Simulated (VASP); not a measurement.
# Si7Ge: single point with r2SCAN

Crystal: Si7Ge.

```xyz
8
Lattice="5.4654 0.0000 0.0000 0.0000 5.4654 0.0000 0.0000 0.0000 5.4654" Properties=species:S:1:pos:R:3 pbc="T T T"
Si    1.3806    1.3806    1.3806
Si    0.0000    2.7327    2.7327
Si    2.7327    2.7327    0.0000
Si    2.7327    0.0000    2.7327
Si    4.0848    1.3806    4.0848
Si    4.0848    4.0848    1.3806
Si    1.3806    4.0848    4.0848
Ge    0.2165    0.2165    0.2165
```

This cell differs from its parent crystal: atom 8 (Ge) moved +0.375 Å towards its neighbour atom 1 (Si) at 2.391 Å.

```yaml
Program: VASP 6.6.1
Task: single point
Functional: r2SCAN
Potentials_or_basis: VASP PAW PBE potentials, release 64 (Si, Ge_d)
Cutoff: 520 eV
k_mesh: 6 × 6 × 6
Occupations: gaussian, width 0.05 eV
Spin: no spin polarisation
Dipole_correction: no
Further_INCAR_settings: ALGO = Normal; EDIFF = 1e-06; NBANDS = 31
```

```
Pressure               : 2.0 GPa
Largest force          : 8.433 eV/Å
Band gap on the k mesh : 0.46 eV
```

Forces on the atoms (eV/Å):
```
Si   3.655  3.655  3.655
Si  -0.329  0.202  0.202
Si   0.202  0.202 -0.329
Si   0.202 -0.329  0.202
Si   0.661 -0.181  0.661
Si   0.661  0.661 -0.181
Si  -0.181  0.661  0.661
Ge  -4.869 -4.869 -4.869
```

Stress tensor (GPa, compression positive):
```
2.04 3.73 3.73
3.73 2.04 3.73
3.73 3.73 2.04
```

Levels at points of the mesh, in eV from the valence-band top:
| k point | band 17 | band 18 | band 19 | band 20 | band 21 | band 22 | band 23 | band 24 | band 25 | band 26 |
| --- | --- | --- | --- | --- | --- | --- | --- | --- | --- | --- |
| (0.00, 0.00, 0.00) | -2.98 | -2.98 | -0.56 | 0.00 | 0.00 | 0.46 | 0.67 | 0.67 | 1.00 | 1.00 |
| (0.50, 0.00, 0.00) | -3.72 | -2.34 | -2.22 | -2.02 | -1.71 | 0.96 | 1.26 | 3.08 | 3.36 | 4.19 |
| (0.50, 0.50, 0.00) | -3.83 | -1.76 | -1.65 | -1.63 | -1.02 | 2.09 | 2.41 | 2.48 | 2.94 | 4.41 |
| (0.50, 0.50, 0.50) | -1.51 | -1.51 | -1.44 | -0.76 | -0.76 | 1.17 | 1.58 | 1.58 | 1.72 | 2.91 |

Wall time 3.7 min on 1 thread of Intel(R) Xeon(R) 6975P-C (Granite Rapids), on a shared host, peak memory 0.36 GiB.

Caveat: the cell differs from its parent crystal (atom 8 (Ge) moved +0.375 Å towards its neighbour atom 1 (Si) at 2.391 Å); semilocal functionals underestimate gaps, and a narrow one can read as zero; the PAW data sets were made with another functional, which shifts forces and pressure a little. A k mesh can miss the band edges.
